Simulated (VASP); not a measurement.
Wanted: the native input for a VASP 6.6.1 run.

```yaml
Task: single point
Functional: r2SCAN
Potentials_or_basis: VASP PAW PBE potentials, release 64 (Ca_sv, O)
Cutoff: 520 eV
k_mesh: 8 × 8 × 8
Occupations: gaussian, width 0.05 eV
Spin: no spin polarisation
Dipole_correction: no
Further_INCAR_settings: ALGO = Normal; EDIFF = 1e-06; NBANDS = 15
```

The system is CaO.

```
CELL_PARAMETERS angstrom
0.00000 2.44900 2.44900
2.44900 0.00000 2.44900
2.44900 2.44900 0.00000
ATOMIC_POSITIONS crystal
Ca 0.98724 0.01276 0.01276
O 0.50000 0.50000 0.50000
```

This cell differs from its parent crystal: all Ca atoms moved +0.062 Å, as atom 1 along Cartesian [1 0 0].

The input as run:

POSCAR

```
CaO
1.0
    0.0000000000      2.4490000000      2.4490000000
    2.4490000000      0.0000000000      2.4490000000
    2.4490000000      2.4490000000      0.0000000000
Ca O
1 1
Direct
   -0.0127603103      0.0127603103      0.0127603103
    0.5000000000      0.5000000000      0.5000000000
```

INCAR.step1

```
SYSTEM = CaO
ALGO     = Normal         ! electronic algorithm
EDIFF    = 1E-4           ! SCF threshold, eV
ENCUT    = 520            ! plane-wave cutoff, eV
GGA      = PE             ! functional
ISMEAR   = 0              ! smearing method
LASPH    = .TRUE.         ! aspherical terms in the spheres
LCHARG   = .FALSE.        ! write CHGCAR
LREAL    = .FALSE.        ! projectors in reciprocal space
LWAVE    = .TRUE.         ! write WAVECAR
NBANDS   = 15             ! bands
NELM     = 100            ! most SCF steps
PREC     = Accurate       ! precision mode
SIGMA    = 0.05           ! smearing width, eV
```

INCAR.step2

```
SYSTEM = CaO
ALGO     = Normal         ! electronic algorithm
EDIFF    = 1E-6           ! SCF threshold, eV
ENCUT    = 520            ! plane-wave cutoff, eV
ISIF     = 2              ! what is computed and relaxed
ISMEAR   = 0              ! smearing method
ISTART   = 1            
LASPH    = .TRUE.         ! aspherical terms in the spheres
LCHARG   = .TRUE.         ! write CHGCAR
LELF     = .TRUE.         ! ELF
LMIXTAU  = .TRUE.       
LREAL    = .FALSE.        ! projectors in reciprocal space
LVHAR    = .TRUE.       
LWAVE    = .FALSE.        ! write WAVECAR
METAGGA  = R2SCAN         ! meta-GGA
NBANDS   = 15             ! bands
NELM     = 100            ! most SCF steps
PREC     = Accurate       ! precision mode
SIGMA    = 0.05           ! smearing width, eV
```

KPOINTS

```
k-points
0
G
  8 8 8
  0 0 0
```

Potentials or basis: VASP PAW PBE potentials, release 64 (Ca_sv, O).

The run is started by

```sh
$ cat potpaw_PBE.64/Ca_sv/POTCAR potpaw_PBE.64/O/POTCAR > POTCAR
$ cp INCAR.step1 INCAR
$ mpirun -np 1 vasp_std > vasp.out
$ cp INCAR.step2 INCAR
$ mpirun -np 1 vasp_std > vasp.out
```

It gave:

```yaml
Pressure: -5.6 GPa
Largest_force: 0.171 eV/Å
Band_gap_on_the_k_mesh: 4.21 eV (least direct gap 4.58 eV)
```

Caveat: the cell differs from its parent crystal (all Ca atoms moved +0.062 Å, as atom 1 along Cartesian [1 0 0]); the cell stands under tension; the PAW data sets were made with another functional, which shifts forces and pressure a little.

It took 3 min on 1 thread of Intel Xeon 8259CL, on a shared host, peak memory 0.18 GiB.
